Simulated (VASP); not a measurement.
# TiSi16 (a cell with a defect) in VASP: relaxation of the atoms with PBE

Aim: the relaxation of the atoms of TiSi16 (a cell with a defect) with PBE.

All numbers are computed with VASP 6.6.1; they aren't measurements. Logs are shortened: lines on timing, memory, paths and dates and some standing lists are left out, and cuts for length are marked.

## Step 1: The cell of the first run

The cell holds a defect, 17 atoms: a = 7.679 Å, b = 7.679 Å, c = 7.679 Å, α = 60.00°, β = 60.00°, γ = 60.00°.

## Step 2: Relaxation of the atoms, PBE

INCAR

```
ALGO = Normal
EDIFF = 1E-6
EDIFFG = -0.08
ENCUT = 520
GGA = PE
IBRION = 2
ISIF = 2
ISMEAR = -1
LASPH = T
LCHARG = F
LREAL = Auto
LWAVE = F
NELM = 80
NSW = 45
PREC = Accurate
SIGMA = 0.05
```

KPOINTS

```
k-points
0
Gamma
  2 2 2
```

POSCAR

```
TiSi16
1.0
    0.0000000000      5.4300000000      5.4300000000
    5.4300000000      0.0000000000      5.4300000000
    5.4300000000      5.4300000000      0.0000000000
Si Ti
16 1
Direct
    0.0000000000      0.0000000000      0.0000000000
    0.1250000000      0.1250000000      0.1250000000
    0.0000000000      0.0000000000      0.5000000000
    0.1250000000      0.1250000000      0.6250000000
    0.0000000000      0.5000000000      0.0000000000
    0.1250000000      0.6250000000      0.1250000000
    0.0000000000      0.5000000000      0.5000000000
    0.1250000000      0.6250000000      0.6250000000
    0.5000000000      0.0000000000      0.0000000000
    0.6250000000      0.1250000000      0.1250000000
    0.5000000000      0.0000000000      0.5000000000
    0.6250000000      0.1250000000      0.6250000000
    0.5000000000      0.5000000000      0.0000000000
    0.6250000000      0.6250000000      0.1250000000
    0.5000000000      0.5000000000      0.5000000000
    0.6250000000      0.6250000000      0.6250000000
    0.2527949000      0.2449489000      0.2530873000
```

Potentials or basis: VASP PAW PBE potentials, release 64 (Si, Ti_sv).

Run with:

```console
cat potpaw_PBE.64/Si/POTCAR potpaw_PBE.64/Ti_sv/POTCAR > POTCAR
mpirun -np 1 vasp_std > vasp.out
```

OUTCAR:

```text
EDIFF = 1E-6
   EDIFFG = -0.08
   ENCUT = 520
   GGA = PE
   IBRION = 2
   ISIF = 2
   ISMEAR = -1
   LASPH = T
   LREAL = Auto
   NELM = 80
   NSW = 45
   PREC = Accurate

 ion  position               nearest neighbor table
   1  0.000  0.000  0.000-   2 2.35   4 2.35   6 2.35  10 2.35
   2  0.125  0.125  0.125-   1 2.35   3 2.35   5 2.35   9 2.35  17 2.36
   3  0.000  0.000  0.500-   2 2.35   4 2.35   8 2.35  12 2.35  17 2.70
   4  0.125  0.125  0.625-  17 2.33   3 2.35   7 2.35  11 2.35   1 2.35
   5  0.000  0.500  0.000-   2 2.35   6 2.35   8 2.35  14 2.35  17 2.75
   6  0.125  0.625  0.125-   1 2.35   5 2.35   7 2.35  13 2.35  17 2.38
   7  0.000  0.500  0.500-   4 2.35   6 2.35   8 2.35  16 2.35  17 2.73
   8  0.125  0.625  0.625-   3 2.35   5 2.35   7 2.35  15 2.35
   9  0.500  0.000  0.000-   2 2.35  10 2.35  12 2.35  14 2.35  17 2.70
  10  0.625  0.125  0.125-  17 2.33   9 2.35  11 2.35  13 2.35   1 2.35
  11  0.500  0.000  0.500-   4 2.35  10 2.35  12 2.35  16 2.35  17 2.68
  12  0.625  0.125  0.625-   3 2.35   9 2.35  11 2.35  15 2.35
  13  0.500  0.500  0.000-   6 2.35  10 2.35  14 2.35  16 2.35  17 2.73
  14  0.625  0.625  0.125-   5 2.35   9 2.35  13 2.35  15 2.35
  15  0.500  0.500  0.500-   8 2.35  12 2.35  14 2.35  16 2.35
  16  0.625  0.625  0.625-   7 2.35  11 2.35  13 2.35  15 2.35
  17  0.253  0.245  0.253-   4 2.33  10 2.33   2 2.36   6 2.38  11 2.68   3 2.70   9 2.70   7 2.73
                            13 2.73   5 2.75

  LATTYP: Found a face centered cubic cell.
 ALAT       =    10.8600000000

  Lattice vectors:

 A1 = (   0.0000000000,   5.4300000000,   5.4300000000)
 A2 = (   5.4300000000,   0.0000000000,   5.4300000000)
 A3 = (   5.4300000000,   5.4300000000,   0.0000000000)

Analysis of symmetry for initial positions (statically):
=====================================================================
 Subroutine PRICEL returns:
 Original cell was already a primitive cell.

 Routine SETGRP: Setting up the symmetry group for a
 face centered cubic supercell.

 Subroutine GETGRP returns: Found  1 space group operations
 (whereof  1 operations were pure point group operations)
 out of a pool of 48 trial point group operations.

The static configuration has the point symmetry C_1 .

Analysis of symmetry for dynamics (positions and initial velocities):
=====================================================================
 Subroutine PRICEL returns:
 Original cell was already a primitive cell.

 Routine SETGRP: Setting up the symmetry group for a
 face centered cubic supercell.

 Subroutine GETGRP returns: Found  1 space group operations
 (whereof  1 operations were pure point group operations)
 out of a pool of 48 trial point group operations.

The dynamic configuration has the point symmetry C_1 .

 Subroutine INISYM returns: Found  1 space group operations
 (whereof  1 operations are pure point group operations),
 and found     1 'primitive' translations

----------------------------------------------------------------------------------------

                                     Primitive cell

  volume of cell :     320.2060

  direct lattice vectors                    reciprocal lattice vectors
     0.000000000  5.430000000  5.430000000    -0.092081031  0.092081031  0.092081031
     5.430000000  0.000000000  5.430000000     0.092081031 -0.092081031  0.092081031
     5.430000000  5.430000000  0.000000000     0.092081031  0.092081031 -0.092081031

  length of vectors
     7.679179644  7.679179644  7.679179644     0.159489025  0.159489025  0.159489025

  position of ions in fractional coordinates (direct lattice)
     0.000000000  0.000000000  0.000000000
     0.125000000  0.125000000  0.125000000
     0.000000000  0.000000000  0.500000000
     0.125000000  0.125000000  0.625000000
     0.000000000  0.500000000  0.000000000
     0.125000000  0.625000000  0.125000000
[... 9 lines left out ...]
     0.625000000  0.625000000  0.625000000
     0.252794900  0.244948900  0.253087300

  ion indices of the primitive-cell ions
   primitive index   ion index
                 1           1
                 2           2
                 3           3
                 4           4
                 5           5
                 6           6
[... 9 lines left out ...]
                16          16
                17          17

----------------------------------------------------------------------------------------

 KPOINTS: k-points

Automatic generation of k-mesh.
 Grid dimensions read from file:
 generate k-points for:    2    2    2

 Generating k-lattice:

  Cartesian coordinates                     Fractional coordinates (reciprocal lattice)
    -0.046040516  0.046040516  0.046040516     0.500000000  0.000000000  0.000000000
     0.046040516 -0.046040516  0.046040516     0.000000000  0.500000000  0.000000000
     0.046040516  0.046040516 -0.046040516     0.000000000  0.000000000  0.500000000

  Length of vectors
     0.079744512  0.079744512  0.079744512

  Shift w.r.t. Gamma in fractional coordinates (k-lattice)
     0.000000000  0.000000000  0.000000000

 Subroutine IBZKPT returns following result:
 ===========================================

 Found      8 irreducible k-points:

 Following reciprocal coordinates:
            Coordinates               Weight
  0.000000  0.000000  0.000000      1.000000
  0.500000  0.000000  0.000000      1.000000
  0.000000  0.500000  0.000000      1.000000
  0.000000  0.000000  0.500000      1.000000
  0.500000  0.500000  0.500000      1.000000
  0.500000  0.500000  0.000000      1.000000
  0.000000  0.500000  0.500000      1.000000
  0.500000  0.000000  0.500000      1.000000
   k-points           NKPTS =      8   k-points in BZ     NKDIM =      8   number of bands    NBANDS=     47
   number of dos      NEDOS =    301   number of ions     NIONS =     17
   total plane-waves  NPLWV = 216000
   dimension x,y,z NGX =    60 NGY =   60 NGZ =   60
   dimension x,y,z NGXF=   120 NGYF=  120 NGZF=  120
   ions per type =              16   1
   NGX,Y,Z   is equivalent  to a cutoff of  12.99, 12.99, 12.99 a.u.
   NGXF,Y,Z  is equivalent  to a cutoff of  25.98, 25.98, 25.98 a.u.
 SYSTEM =  unknown system
   PREC   = accura    normal or accurate (medium, high low for compatibility)
   ISTART =      0    job   : 0-new  1-cont  2-samecut
   ICHARG =      2    charge: 1-file 2-atom 10-const
   ISPIN  =      1    spin polarized calculation?
   LNONCOLLINEAR =      F non collinear calculations
   LSORBIT =      F    spin-orbit coupling
   LASPH  =      T    aspherical Exc in radial PAW
   ENCUT  =  520.0 eV  38.22 Ry    6.18 a.u.  14.28 14.28 14.28*2*pi/ulx,y,z
   NELM   =     80;   NELMIN=  2; NELMDL= -5     # of ELM steps
   EDIFF  = 0.1E-05   stopping-criterion for ELM
   LREAL  =      T    real-space projection
   EDIFFG = -.8E-01   stopping-criterion for IOM
   NSW    =     45    number of steps for IOM
   IBRION =      2    ionic relax: 0-MD 1-quasi-New 2-CG
   NFREE  =      1    steps in history (QN), initial steepest desc. (CG)
   ISIF   =      2    stress and relaxation
   ISYM   =      2    0-nonsym 1-usesym 2-fastsym
   POTIM  = 0.5000    time-step for ionic-motion
   TEBEG  =    0.0;   TEEND  =   0.0 temperature during run
   PSTRESS=    0.0 pullay stress
   NELECT =      76.0000    total number of electrons
   NUPDOWN=      -1.0000    fix difference up-down
   EMIN   =  10.00;   EMAX   =-10.00  energy-range for DOS
   EFERMI =   0.00;   METHOD = LEGACY
   ISMEAR =    -1;   SIGMA  =   0.05  broadening in eV -4-tet -1-fermi 0-gaus
   EFERMI_NEDOS =   21; number of points for ismear=-14 and -15
   IALGO  =     38    algorithm
   IMIX   =      4    mixing-type and parameters
     AMIX     =   0.40;   BMIX     =  1.00
     AMIX_MAG =   1.60;   BMIX_MAG =  1.00
  volume/ion in A,a.u.               =      18.84       127.11
  Fermi-wavevector in a.u.,A,eV,Ry     =   1.013607  1.915439 13.978610  1.027399
  Thomas-Fermi vector in A             =   2.146786
   LORBIT       =      0    0 simple, 1 ext, 2 COOP (PROOUT), +10 PAW based schemes
   GGA     = PE    functional components
   LHFCALC =     F    Hartree Fock is set to
   AEXX    =    0.0000 exact exchange contribution
   IVDW    =     0    specifies the selected vdW correction
   LEPSILON=     F    determine dielectric tensor
   LRPA    =     F    only Hartree local field effects (RPA)
 conjugate gradient relaxation of ions
 non-spin polarized calculation
  energy-cutoff  :      520.00
  volume of cell :      320.21
 maximum number of plane-waves:      8646
 NGX is ok and might be reduce to    60
   NGX = 29   NGY = 29   NGZ = 29

--------------------------------------- Ionic step        1  -------------------------------------------

 number of electron      76.0000004 magnetization

 Free energy of the ion-electron system (eV)
  ---------------------------------------------------
  ext. energy  EPLUGINS =         0.00000000
  ---------------------------------------------------
  free energy    TOTEN  =       -91.89861320 eV

  energy without entropy =      -91.78106100  energy(sigma->0) =      -91.83983710

------------------------ aborting loop because EDIFF is reached ----------------------------------------

  FORCE on cell =-STRESS in cart. coord.  units (eV):
  Direction    XX          YY          ZZ          XY          YZ          ZX
  --------------------------------------------------------------------------------------
  -------------------------------------------------------------------------------------
  Total        9.8561963      9.8467396      9.8551910      0.1443374      0.1254893     -0.3815610
  in kB       49.3162953     49.2689775     49.3112649      0.7222040      0.6278961     -1.9091720
  external PRESSURE =      49.2988459 kB  Pullay stress =       0.0000000 kB

 VOLUME and BASIS-vectors are now :
 -----------------------------------------------------------------------------
  energy-cutoff  :      520.00
  volume of cell :      320.21
      direct lattice vectors                 reciprocal lattice vectors
     0.000000000  5.430000000  5.430000000    -0.092081031  0.092081031  0.092081031
     5.430000000  0.000000000  5.430000000     0.092081031 -0.092081031  0.092081031
     5.430000000  5.430000000  0.000000000     0.092081031  0.092081031 -0.092081031
[... 222 lines left out ...]
      6.77253      6.77435      6.77245        -0.017980     -0.020357     -0.017944
      2.71194      2.72353      2.71161         0.026360     -0.085418      0.032274
 -----------------------------------------------------------------------------------
    total drift:                               -0.003614     -0.003262     -0.001606

  FREE ENERGIE OF THE ION-ELECTRON SYSTEM (eV)
  ---------------------------------------------------
  free  energy   TOTEN  =       -92.2623408229 eV

  energy  without entropy=      -92.1653880821  energy(sigma->0) =      -92.21386445

--------------------------------------- Ionic step        6  -------------------------------------------

 number of electron      75.9999998 magnetization

 Free energy of the ion-electron system (eV)
  ---------------------------------------------------
  ext. energy  EPLUGINS =         0.00000000
  ---------------------------------------------------
  free energy    TOTEN  =       -92.26358056 eV

  energy without entropy =      -92.16576523  energy(sigma->0) =      -92.21467289

 E-fermi :   6.9257     XC(G=0):  -9.7505

 val. band max:        6.8988431820   @ k =   0.5000   0.0000   0.5000
 cond. band min:       6.9651413552   @ k =   0.5000   0.5000   0.5000
 fundamental gap:      0.0662981733
 Fermi energy:         6.9257118437

 k-point     1 :       0.0000    0.0000    0.0000
  band No.  band energies     occupation
      1     -49.8509      2.00000
      2     -26.2262      2.00000
      3     -26.2255      2.00000
      4     -26.2241      2.00000
      5      -5.7203      2.00000
      6      -3.5148      2.00000
[... 415 lines left out ...]
      8.14544      8.14618     10.82128         0.001536      0.003175     -0.005786
      4.11660      4.11753      1.31295        -0.002958      0.003084     -0.000877
      8.14416     10.82343      8.14411        -0.002968     -0.006624     -0.002898
      4.11260      1.31799      4.11253         0.002174      0.000444      0.002164
[... 9 lines left out ...]
      6.77097      6.77296      6.77089         0.005826     -0.000806      0.006218
      2.71320      2.71972      2.71311         0.006775     -0.008207      0.004698
 -----------------------------------------------------------------------------------
    total drift:                                0.000372      0.005804     -0.000236

  FREE ENERGIE OF THE ION-ELECTRON SYSTEM (eV)
  ---------------------------------------------------
  free  energy   TOTEN  =       -92.2635805576 eV

  energy  without entropy=      -92.1657652282  energy(sigma->0) =      -92.21467289

 reached required accuracy - stopping structural energy minimisation
```

Wall time 28 min (1 thread of Oxide Virtual Turin-like, shared host); peak memory 0.53 GiB.

Results:

- Free energy: -92.2636 eV
- Energy gained by relaxing: 21.5 meV/atom
- Ionic steps: 6
- Pressure after relaxing: 4.0 GPa
- Largest force after relaxing: 0.012 eV/Å
- Band gap on the k mesh: zero (bands 38 and 39 overlap by 0.43 eV)

Forces in eV/Å, atoms in the order of the input:
```
Si   0.003 -0.011  0.003
Si  -0.002  0.005 -0.002
Si   0.002  0.003 -0.006
Si  -0.003  0.003 -0.001
Si  -0.003 -0.007 -0.003
Si   0.002  0.000  0.002
Si   0.006  0.007 -0.006
Si   0.003 -0.006  0.000
Si  -0.006  0.003  0.002
Si  -0.002  0.004 -0.002
Si   0.000  0.004 -0.001
Si  -0.006  0.002 -0.006
Si  -0.006  0.006  0.006
Si   0.000 -0.006  0.003
Si  -0.001  0.001 -0.001
Si   0.006 -0.001  0.006
Ti   0.007 -0.008  0.005
```

Step by step:
```tsv
step	energy change (eV)	largest force (eV/Å)	pressure (GPa)
1	0.0000	1.8765	4.93
2	-0.3565	0.3203	4.00
3	-0.3575	0.2114	4.02
4	-0.3637	0.1452	4.02
5	-0.3637	0.1297	4.02
6	-0.3650	0.0116	4.04
```

Final structure:
```xyz
17
Lattice="0.0000 5.4300 5.4300 5.4300 0.0000 5.4300 5.4300 5.4300 0.0000" Properties=species:S:1:pos:R:3 pbc="T T T"
Si    5.4280    0.0060    5.4277
Si    1.3148    1.3158    1.3148
Si    8.1454    8.1462   10.8213
Si    4.1166    4.1175    1.3130
Si    8.1442   10.8234    8.1441
Si    4.1126    1.3180    4.1125
Si    5.4676    8.1469    8.1435
Si    6.7717    4.0893    4.0873
Si   10.8213    8.1461    8.1453
Si    1.3131    4.1174    4.1164
Si    8.1449    5.4697    8.1447
Si    4.0889    6.7721    4.0888
Si    8.1436    8.1468    5.4675
Si    4.0873    4.0892    6.7717
Si    5.4301    5.4297    5.4301
Si    6.7710    6.7730    6.7709
Ti    2.7132    2.7197    2.7131
```

Caveat: the k points lie up to 0.50 Å⁻¹ apart.
